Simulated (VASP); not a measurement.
# Ti2TeS: single point with PBE

Ti2TeS:

```xyz
8
Lattice="3.7194 0.0000 0.0000 -1.8597 3.2211 0.0000 0.0000 0.0000 12.2587" Properties=species:S:1:pos:R:3 pbc="T T T"
Ti    1.8597    1.0737   11.1467
Ti    0.0000    2.1474    1.1120
Ti    1.8597    1.0737    7.2414
Ti    0.0000    2.1474    5.0173
Te    1.8597    1.0737    3.0647
Te    0.0000    2.1474    9.1940
S     0.0000    0.0000    0.0000
S     0.0000    0.0000    6.1293
```

```
Program                : VASP 6.6.1
Task                   : single point
Functional             : PBE
Potentials or basis    : VASP PAW PBE potentials, release 64 (Ti_sv, Te, S)
Cutoff                 : 500 eV
k mesh                 : 12 × 12 × 4
Occupations            : gaussian, width 0.1 eV
Spin                   : no spin polarisation
Dipole correction      : no
Further INCAR settings : ALGO = Normal; EDIFF = 1e-06; NBANDS = 46
```

```
Pressure               : 0.1 GPa
Largest force          : 0.014 eV/Å
Band gap on the k mesh : zero (bands 36 and 37 overlap by 0.59 eV)
```

Forces on the atoms (eV/Å):
```
Ti   0.000  0.000 -0.014
Ti   0.000  0.000  0.014
Ti   0.000  0.000  0.014
Ti   0.000  0.000 -0.014
Te   0.000  0.000  0.000
Te   0.000  0.000  0.000
S    0.000  0.000  0.000
S    0.000  0.000  0.000
```

Levels at points of the mesh, in eV from the Fermi level:
| k point | band 33 | band 34 | band 35 | band 36 | band 37 | band 38 | band 39 | band 40 |
| --- | --- | --- | --- | --- | --- | --- | --- | --- |
| (0.00, 0.00, 0.00) | -1.15 | -1.15 | -0.66 | -0.66 | -0.24 | -0.19 | -0.19 | 0.22 |
| (0.50, 0.00, 0.00) | -2.44 | -1.89 | 0.19 | 0.29 | 0.44 | 0.56 | 0.57 | 0.66 |
| (0.00, 0.00, 0.50) | -1.15 | -1.15 | -1.15 | -1.15 | -0.03 | -0.03 | 0.77 | 0.77 |
| (0.50, 0.00, 0.50) | -2.14 | -2.14 | 0.24 | 0.24 | 0.50 | 0.50 | 0.57 | 0.57 |

Wall time 9.7 min on 1 thread of Oxide Virtual Turin-like Processor, on a shared host, peak memory 0.41 GiB.

Caveat: spin-orbit coupling is left out, which moves the levels of the heavy elements.
